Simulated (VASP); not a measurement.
# BN (P6_3mc) in VASP: settings compared

BN is run at these levels: revPBE, BLYP; tasks: single point.

Program: VASP 6.6.1. These are calculated values, not measurements. Logs are shortened: lines on timing, memory, paths and dates and some standing lists are left out, and cuts for length are marked.

## (1) The cell of the first run

The structure is hexagonal, space group P6_3mc (No. 186). The conventional cell has a = 2.565 Å, b = 2.565 Å, c = 4.241 Å, α = 90.00°, β = 90.00°, γ = 120.00°. Within 2.1 Å of N (site symmetry 3m) lie 4 B at 1.57 to 1.59 Å. B (site symmetry 3m) has 4 N at 1.57 to 1.59 Å within 2.1 Å.

## (2) Single point, revPBE

File INCAR:

```
  PREC = Accurate
  ENCUT = 520
  EDIFF = 1E-6
  ISMEAR = -1
  SIGMA = 0.05
  LREAL = False
  LASPH = True
  NELM = 100
  ALGO = Normal
  ISIF = 2
  LWAVE = False
  LCHARG = False
  GGA = RE
  NBANDS = 16
```

File KPOINTS:

```
regular mesh
0
Gamma
  12 12 6
```

File POSCAR:

```
BN
1.0
    2.5648966012      0.0000000000      0.0000000000
   -1.2824483006      2.2212656147      0.0000000000
    0.0000000000      0.0000000000      4.2408168440
N B
2 2
Direct
    0.3333333333      0.6666666667      0.1251539125
    0.6666666667      0.3333333333      0.6251539125
    0.3333333333      0.6666666667      0.4998460875
    0.6666666667      0.3333333333      0.9998460875
```

Potentials or basis: VASP PAW PBE potentials, release 64 (N, B).

Started as:

```console
$ cat potpaw_PBE.64/N/POTCAR potpaw_PBE.64/B/POTCAR > POTCAR
$ mpirun -np 1 vasp_std > vasp.out
```

OUTCAR:

```text
PREC = Accurate
   ENCUT = 520
   EDIFF = 1E-6
   ISMEAR = -1
   LREAL = False
   LASPH = True
   NELM = 100
   ISIF = 2
   GGA = RE

 ion  position               nearest neighbor table
   1  0.333  0.667  0.125-   4 1.57   4 1.57   4 1.57   3 1.59
   2  0.667  0.333  0.625-   3 1.57   3 1.57   3 1.57   4 1.59
   3  0.333  0.667  0.500-   2 1.57   2 1.57   2 1.57   1 1.59
   4  0.667  0.333  1.000-   1 1.57   1 1.57   1 1.57   2 1.59

  LATTYP: Found a hexagonal cell.
 ALAT       =     2.5648966012
 C/A-ratio  =     1.6534065514

  Lattice vectors:

 A1 = (   2.5648966012,   0.0000000000,   0.0000000000)
 A2 = (  -1.2824483006,   2.2212656147,   0.0000000000)
 A3 = (   0.0000000000,   0.0000000000,   4.2408168440)

Analysis of symmetry for initial positions (statically):
=====================================================================
 Subroutine PRICEL returns:
 Original cell was already a primitive cell.

 Routine SETGRP: Setting up the symmetry group for a
 hexagonal supercell.

 Subroutine GETGRP returns: Found 12 space group operations
 (whereof  6 operations were pure point group operations)
 out of a pool of 24 trial point group operations.

The static configuration has the point symmetry C_3v.
 The point group associated with its full space group is C_6v.

Analysis of symmetry for dynamics (positions and initial velocities):
=====================================================================
 Subroutine PRICEL returns:
 Original cell was already a primitive cell.

 Routine SETGRP: Setting up the symmetry group for a
 hexagonal supercell.

 Subroutine GETGRP returns: Found 12 space group operations
 (whereof  6 operations were pure point group operations)
 out of a pool of 24 trial point group operations.

The dynamic configuration has the point symmetry C_3v.
 The point group associated with its full space group is C_6v.

 Subroutine INISYM returns: Found 12 space group operations
 (whereof  6 operations are pure point group operations),
 and found     1 'primitive' translations

----------------------------------------------------------------------------------------

                                     Primitive cell

  volume of cell :      24.1613

  direct lattice vectors                    reciprocal lattice vectors
     2.564896601  0.000000000  0.000000000     0.389879264  0.225096898  0.000000000
    -1.282448301  2.221265615  0.000000000     0.000000000  0.450193796  0.000000000
     0.000000000  0.000000000  4.240816844     0.000000000  0.000000000  0.235803629

  length of vectors
     2.564896601  2.564896601  4.240816844     0.450193796  0.450193796  0.235803629

  position of ions in fractional coordinates (direct lattice)
     0.333333333  0.666666667  0.125153912
     0.666666667  0.333333333  0.625153912
     0.333333333  0.666666667  0.499846088
     0.666666667  0.333333333  0.999846088

  ion indices of the primitive-cell ions
   primitive index   ion index
                 1           1
                 2           2
                 3           3
                 4           4

----------------------------------------------------------------------------------------

 KPOINTS: regular mesh

Automatic generation of k-mesh.
 Grid dimensions read from file:
 generate k-points for:   12   12    6

 Generating k-lattice:

  Cartesian coordinates                     Fractional coordinates (reciprocal lattice)
     0.032489939  0.018758075  0.000000000     0.083333333  0.000000000  0.000000000
     0.000000000  0.037516150  0.000000000     0.000000000  0.083333333  0.000000000
     0.000000000  0.000000000  0.039300605     0.000000000  0.000000000  0.166666667

  Length of vectors
     0.037516150  0.037516150  0.039300605

  Shift w.r.t. Gamma in fractional coordinates (k-lattice)
     0.000000000  0.000000000  0.000000000

 Subroutine IBZKPT returns following result:
 ===========================================

 Found     76 irreducible k-points:

 Following reciprocal coordinates:
            Coordinates               Weight
  0.000000  0.000000  0.000000      1.000000
  0.083333  0.000000  0.000000      6.000000
  0.166667  0.000000  0.000000      6.000000
  0.250000  0.000000  0.000000      6.000000
  0.333333  0.000000  0.000000      6.000000
  0.416667  0.000000  0.000000      6.000000
[... 16 lines left out ...]
  0.250000  0.000000  0.166667     12.000000
  0.333333  0.000000  0.166667     12.000000
 [... further k-points ...]
   k-points           NKPTS =     76   k-points in BZ     NKDIM =     76   number of bands    NBANDS=     16
   number of dos      NEDOS =    301   number of ions     NIONS =      4
   total plane-waves  NPLWV =  12800
   dimension x,y,z NGX =    20 NGY =   20 NGZ =   32
   dimension x,y,z NGXF=    40 NGYF=   40 NGZF=   64
   ions per type =               2   2
   NGX,Y,Z   is equivalent  to a cutoff of  12.96, 12.96, 12.54 a.u.
   NGXF,Y,Z  is equivalent  to a cutoff of  25.93, 25.93, 25.09 a.u.
 SYSTEM =  unknown system
   PREC   = accura    normal or accurate (medium, high low for compatibility)
   ISTART =      0    job   : 0-new  1-cont  2-samecut
   ICHARG =      2    charge: 1-file 2-atom 10-const
   ISPIN  =      1    spin polarized calculation?
   LNONCOLLINEAR =      F non collinear calculations
   LSORBIT =      F    spin-orbit coupling
   LASPH  =      T    aspherical Exc in radial PAW
   ENCUT  =  520.0 eV  38.22 Ry    6.18 a.u.   4.77  4.77  7.89*2*pi/ulx,y,z
   NELM   =    100;   NELMIN=  2; NELMDL= -5     # of ELM steps
   EDIFF  = 0.1E-05   stopping-criterion for ELM
   LREAL  =      F    real-space projection
   EDIFFG = 0.1E-04   stopping-criterion for IOM
   NSW    =      0    number of steps for IOM
   IBRION =     -1    ionic relax: 0-MD 1-quasi-New 2-CG
   NFREE  =      0    steps in history (QN), initial steepest desc. (CG)
   ISIF   =      2    stress and relaxation
   ISYM   =      2    0-nonsym 1-usesym 2-fastsym
   POTIM  = 0.5000    time-step for ionic-motion
   TEBEG  =    0.0;   TEEND  =   0.0 temperature during run
   PSTRESS=    0.0 pullay stress
   NELECT =      16.0000    total number of electrons
   NUPDOWN=      -1.0000    fix difference up-down
   EMIN   =  10.00;   EMAX   =-10.00  energy-range for DOS
   EFERMI =   0.00;   METHOD = LEGACY
   ISMEAR =    -1;   SIGMA  =   0.05  broadening in eV -4-tet -1-fermi 0-gaus
   EFERMI_NEDOS =   21; number of points for ismear=-14 and -15
   IALGO  =     38    algorithm
   IMIX   =      4    mixing-type and parameters
     AMIX     =   0.40;   BMIX     =  1.00
     AMIX_MAG =   1.60;   BMIX_MAG =  1.00
  volume/ion in A,a.u.               =       6.04        40.76
  Fermi-wavevector in a.u.,A,eV,Ry     =   1.426948  2.696541 27.703926  2.036181
  Thomas-Fermi vector in A             =   2.547170
   LORBIT       =      0    0 simple, 1 ext, 2 COOP (PROOUT), +10 PAW based schemes
   GGA     = RE    functional components
   LHFCALC =     F    Hartree Fock is set to
   AEXX    =    0.0000 exact exchange contribution
   IVDW    =     0    specifies the selected vdW correction
   LEPSILON=     F    determine dielectric tensor
   LRPA    =     F    only Hartree local field effects (RPA)
 non-spin polarized calculation
  energy-cutoff  :      520.00
  volume of cell :       24.16
 maximum number of plane-waves:       668
 NGX is ok and might be reduce to    20
   NGX =  9   NGY =  9   NGZ = 15

 number of electron      16.0000000 magnetization

 Free energy of the ion-electron system (eV)
  ---------------------------------------------------
  ext. energy  EPLUGINS =         0.00000000
  ---------------------------------------------------
  free energy    TOTEN  =       -33.47936254 eV

  energy without entropy =      -33.47936254  energy(sigma->0) =      -33.47936254

 E-fermi :   8.2728     XC(G=0): -12.6337

 val. band max:        7.3685748543   @ k =   0.0000   0.0000   0.0000
 cond. band min:      12.6532264272   @ k =   0.3333   0.3333   0.0000
 fundamental gap:      5.2846515728
 Fermi energy:         8.2727629721

 k-point     1 :       0.0000    0.0000    0.0000
  band No.  band energies     occupation
      1     -12.8328      2.00000
      2      -8.7896      2.00000
      3      -3.3437      2.00000
      4       5.2912      2.00000
      5       5.2912      2.00000
      6       7.1173      2.00000
[... 8 lines left out ...]
     15      19.1500      0.00000
     16      23.3931      0.00000

 k-point     2 :       0.0833    0.0000    0.0000
  band No.  band energies     occupation
      1     -12.6845      2.00000
      2      -8.6767      2.00000
      3      -3.1961      2.00000
      4       4.6049      2.00000
      5       5.0154      2.00000
      6       6.7956      2.00000
[... 8 lines left out ...]
     15      19.5813      0.00000
     16      23.1734      0.00000

 k-point     3 :       0.1667    0.0000    0.0000
  band No.  band energies     occupation
      1     -12.2443      2.00000
      2      -8.3535      2.00000
      3      -2.7593      2.00000
      4       2.9609      2.00000
      5       4.3675      2.00000
      6       5.3915      2.00000
[... 8 lines left out ...]
     15      20.7048      0.00000
     16      22.5465      0.00000

 k-point     4 :       0.2500    0.0000    0.0000
  band No.  band energies     occupation
      1     -11.5301      2.00000
      2      -7.8823      2.00000
      3      -2.0543      2.00000
      4       1.0207      2.00000
      5       3.6409      2.00000
      6       3.6433      2.00000
[... 8 lines left out ...]
     15      22.1593      0.00000
     16      22.5731      0.00000

 k-point     5 :       0.3333    0.0000    0.0000
  band No.  band energies     occupation
      1     -10.5851      2.00000
      2      -7.4271      2.00000
      3      -1.1363      2.00000
      4      -0.7089      2.00000
      5       1.9028      2.00000
      6       3.0286      2.00000
[... 8 lines left out ...]
     15      22.9015      0.00000
     16      23.5660      0.00000

 k-point     6 :       0.4167    0.0000    0.0000
  band No.  band energies     occupation
      1      -9.5254      2.00000
      2      -7.3258      2.00000
      3      -1.7592      2.00000
      4      -0.1890      2.00000
      5       0.5209      2.00000
      6       2.6308      2.00000
[... 8 lines left out ...]
     15      23.3479      0.00000
     16      24.5788      0.00000

 k-point     7 :       0.5000    0.0000    0.0000
  band No.  band energies     occupation
      1      -8.8532      2.00000
      2      -7.5765      2.00000
      3      -1.9781      2.00000
      4      -0.3169      2.00000
      5       0.5757      2.00000
      6       2.4937      2.00000
[... 8 lines left out ...]
     15      23.6435      0.00000
     16      24.9452      0.00000

 k-point     8 :       0.0833    0.0833    0.0000
  band No.  band energies     occupation
      1     -12.3901      2.00000
      2      -8.4581      2.00000
      3      -2.9038      2.00000
      4       3.5779      2.00000
      5       4.3543      2.00000
      6       5.9691      2.00000
[... 8 lines left out ...]
     15      20.5309      0.00000
     16      22.8029      0.00000

 k-point     9 :       0.1667    0.0833    0.0000
  band No.  band energies     occupation
      1     -11.8123      2.00000
      2      -8.0572      2.00000
      3      -2.3317      2.00000
      4       1.9452      2.00000
      5       3.3347      2.00000
      6       4.6723      2.00000
[... 8 lines left out ...]
     15      21.8488      0.00000
     16      22.5226      0.00000
[... 172 lines left out ...]
 k-point    19 :       0.3333    0.3333    0.0000
  band No.  band energies     occupation
      1      -7.6751      2.00000
      2      -7.6751      2.00000
      3      -1.6405      2.00000
      4       0.2400      2.00000
      5       0.2400      2.00000
      6       2.0581      2.00000
[... 8 lines left out ...]
     15      22.2684      0.00000
     16      22.2684      0.00000

 k-point    20 :       0.0000    0.0000    0.1667
  band No.  band energies     occupation
      1     -12.6695      2.00000
      2      -9.3312      2.00000
      3      -2.5117      2.00000
      4       5.4061      2.00000
      5       5.4061      2.00000
      6       6.2297      2.00000
[... 8 lines left out ...]
     15      18.8471      0.00000
     16      22.9491      0.00000

 k-point    21 :       0.0833    0.0000    0.1667
  band No.  band energies     occupation
      1     -12.5218      2.00000
      2      -9.2096      2.00000
      3      -2.3789      2.00000
      4       4.7267      2.00000
      5       5.1353      2.00000
      6       6.0468      2.00000
[... 8 lines left out ...]
     15      19.2783      0.00000
     16      22.8267      0.00000

 k-point    22 :       0.1667    0.0000    0.1667
  band No.  band energies     occupation
      1     -12.0841      2.00000
      2      -8.8582      2.00000
      3      -1.9947      2.00000
      4       3.1042      2.00000
      5       4.4963      2.00000
      6       4.9551      2.00000
[... 8 lines left out ...]
     15      20.3969      0.00000
     16      22.4900      0.00000

 k-point    23 :       0.2500    0.0000    0.1667
  band No.  band energies     occupation
      1     -11.3751      2.00000
      2      -8.3299      2.00000
      3      -1.4359      2.00000
      4       1.2398      2.00000
      5       3.2162      2.00000
      6       3.7770      2.00000
[... 8 lines left out ...]
     15      21.8309      0.00000
     16      22.6338      0.00000

 k-point    24 :       0.3333    0.0000    0.1667
  band No.  band energies     occupation
      1     -10.4402      2.00000
      2      -7.7661      2.00000
      3      -1.2995      2.00000
      4       0.1333      2.00000
      5       1.4678      2.00000
      6       3.1694      2.00000
[... 8 lines left out ...]
     15      23.1911      0.00000
     16      23.4024      0.00000

 [... further k-points ...]
[... 5 lines left out ...]
  --------------------------------------------------------------------------------------
  -------------------------------------------------------------------------------------
  Total        0.0294700      0.0294700      0.0212166      0.0000000      0.0000000      0.0000000
  in kB        1.9542069      1.9542069      1.4069075      0.0000000      0.0000000      0.0000000
  external PRESSURE =       1.7717738 kB  Pullay stress =       0.0000000 kB

 VOLUME and BASIS-vectors are now :
 -----------------------------------------------------------------------------
  energy-cutoff  :      520.00
  volume of cell :       24.16
      direct lattice vectors                 reciprocal lattice vectors
     2.564896601  0.000000000  0.000000000     0.389879264  0.225096898  0.000000000
    -1.282448301  2.221265615  0.000000000     0.000000000  0.450193796  0.000000000
     0.000000000  0.000000000  4.240816844     0.000000000  0.000000000  0.235803629

 POSITION                                       TOTAL-FORCE (eV/Angst)
 -----------------------------------------------------------------------------------
     -0.00000      1.48084      0.53075         0.000000     -0.000000      0.002547
      1.28245      0.74042      2.65116        -0.000000      0.000000      0.002547
     -0.00000      1.48084      2.11976         0.000000     -0.000000     -0.002547
      1.28245      0.74042      4.24016        -0.000000      0.000000     -0.002547
 -----------------------------------------------------------------------------------
    total drift:                               -0.000000      0.000000      0.000163

  FREE ENERGIE OF THE ION-ELECTRON SYSTEM (eV)
  ---------------------------------------------------
  free  energy   TOTEN  =       -33.4793625391 eV

  energy  without entropy=      -33.4793625391  energy(sigma->0) =      -33.47936254
```

Run time: 52 s. Hardware: 1 thread of AMD EPYC 7R13, shared host; peak memory 0.12 GiB.

Results:

```yaml
Free_energy: -33.4794 eV
Pressure: 0.2 GPa
Band_gap_on_the_k_mesh: 5.28 eV, indirect (least direct gap 8.22 eV)
```

Forces on the atoms (eV/Å):
```
N    0.000  0.000  0.003
N    0.000  0.000  0.003
B    0.000  0.000 -0.003
B    0.000  0.000 -0.003
```

Caveat: the PAW data sets were made with another functional, which shifts forces and pressure a little. A k mesh can miss the band edges.

## (3) Single point, BLYP

This run uses another cell than the first one, of 5.97 Å³/atom, 0.988 times its volume.

File INCAR:

```
AGGAC = 1.0 ; AGGAX = 1.0
ALDAC = 0.0 ; ALDAX = 1.0
ALGO = Normal ; EDIFF = 1E-7
ENCUT = 520 ; GGA = B5
ISIF = 2 ; ISMEAR = -1
LASPH = T ; LCHARG = F
LREAL = F ; LWAVE = F
NBANDS = 16 ; NELM = 60
PREC = Accurate ; SIGMA = 0.05
```

File KPOINTS:

```
k-points
0
Gamma
  12 12 6
```

File POSCAR:

```
BN
1.0
    2.5539396017      0.0000000000      0.0000000000
   -1.2769698009      2.2117765748      0.0000000000
    0.0000000000      0.0000000000      4.2268550000
N B
2 2
Direct
    0.3333333333      0.6666666667      0.1252760000
    0.6666666667      0.3333333333      0.6252760000
    0.3333333333      0.6666666667      0.4997240000
    0.6666666667      0.3333333333      0.9997240000
```

Potentials or basis: VASP PAW PBE potentials, release 64 (N, B).

Started as:

```console
$ cat potpaw_PBE.64/N/POTCAR potpaw_PBE.64/B/POTCAR > POTCAR
$ mpirun -np 1 vasp_std > vasp.out
```

Run time: 68 s. Hardware: 1 thread of AMD EPYC 7R13, shared host; peak memory 0.11 GiB.

It converged, with:

```
Free energy            : -32.7353 eV
Pressure               : 6.8 GPa
Largest force          : 0.028 eV/Å
Band gap on the k mesh : 5.59 eV, indirect (least direct gap 8.41 eV)
```

Forces on the atoms (eV/Å):
```
N    0.000  0.000 -0.028
N    0.000  0.000 -0.028
B    0.000  0.000  0.028
B    0.000  0.000  0.028
```

Stress tensor (GPa, compression positive):
```
7.00 0.00 0.00
0.00 7.00 0.00
0.00 0.00 6.36
```

Levels at points of the mesh, in eV from the valence-band top:
| k point | band 5 | band 6 | band 7 | band 8 | band 9 | band 10 | band 11 | band 12 |
| --- | --- | --- | --- | --- | --- | --- | --- | --- |
| (0.00, 0.00, 0.00) | -2.07 | -0.27 | 0.00 | 0.00 | 8.46 | 8.46 | 8.68 | 9.68 |
| (0.50, 0.00, 0.00) | -6.71 | -4.84 | -4.23 | -2.06 | 7.03 | 8.22 | 10.71 | 11.63 |
| (0.00, 0.00, 0.50) | -1.14 | -1.14 | -1.14 | -1.14 | 9.62 | 9.62 | 10.00 | 10.00 |
| (0.50, 0.00, 0.50) | -3.66 | -3.66 | -3.48 | -3.48 | 6.90 | 6.90 | 10.22 | 10.22 |

Caveat: the PAW data sets were made with another functional, which shifts forces and pressure a little.
